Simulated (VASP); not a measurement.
Write the native input for VASP 6.6.1 that does the following.

```
Task                   : electric field gradients
Functional             : PBE
Potentials or basis    : VASP PAW PBE potentials, release 64 (Ba_sv, Ti_sv, O)
Cutoff                 : 520 eV
k mesh                 : 7 × 7 × 7
Occupations            : fermi-dirac, width 0.03 eV
Spin                   : no spin polarisation
Dipole correction      : no
Further INCAR settings : ALGO = Normal; EDIFF = 1e-08; NBANDS = 28
```

The structure of BaTiO3 lies in POSCAR:

```
BaTiO3
1.0
    4.1197940000      0.0000000000      0.0000000000
    0.0000000000      4.1197940000      0.0000000000
    0.0000000000      0.0000000000      4.0180000000
Ba Ti O
1 1 3
Direct
    0.0000000000      0.0000000000      0.0000000000
    0.5000000000      0.5000000000      0.5000000000
    0.5000000000      0.5000000000      0.0000000000
    0.5000000000      0.0000000000      0.5000000000
    0.0000000000      0.5000000000      0.5000000000
```

This cell differs from its parent crystal: equal xx and yy strain of +3 %.

These files were run (other wordings do the same):

INCAR

```
  ALGO = Normal
  EDIFF = 1E-8
  ENCUT = 520
  GGA = PE
  ISIF = 2
  ISMEAR = -1
  LASPH = T
  LCHARG = F
  LEFG = T
  LREAL = F
  LWAVE = F
  NBANDS = 28
  NELM = 80
  PREC = Accurate
  SIGMA = 0.03
```

KPOINTS

```
k-points
0
Gamma
  7 7 7
```

Potentials or basis: VASP PAW PBE potentials, release 64 (Ba_sv, Ti_sv, O).

The run is started by

```console
$ cat potpaw_PBE.64/Ba_sv/POTCAR potpaw_PBE.64/Ti_sv/POTCAR potpaw_PBE.64/O/POTCAR > POTCAR
$ mpirun -np 1 vasp_std > vasp.out
```

It gave:

```json
{
 "Pressure": "-5.6 GPa",
 "Band gap on the k mesh": "1.64 eV, indirect (least direct gap 1.77 eV)"
}
```

Caveat: the cell differs from its parent crystal (equal xx and yy strain of +3 %); without QUAD_EFG the Cq values of the log hold for a quadrupole moment of 1 mb, not for the nuclei; spin-orbit coupling is left out, which moves the levels of the heavy elements.

Wall time 34 s on 1 thread of Intel(R) Xeon(R) 6975P-C (Granite Rapids) (shared host), peak memory 0.22 GiB.
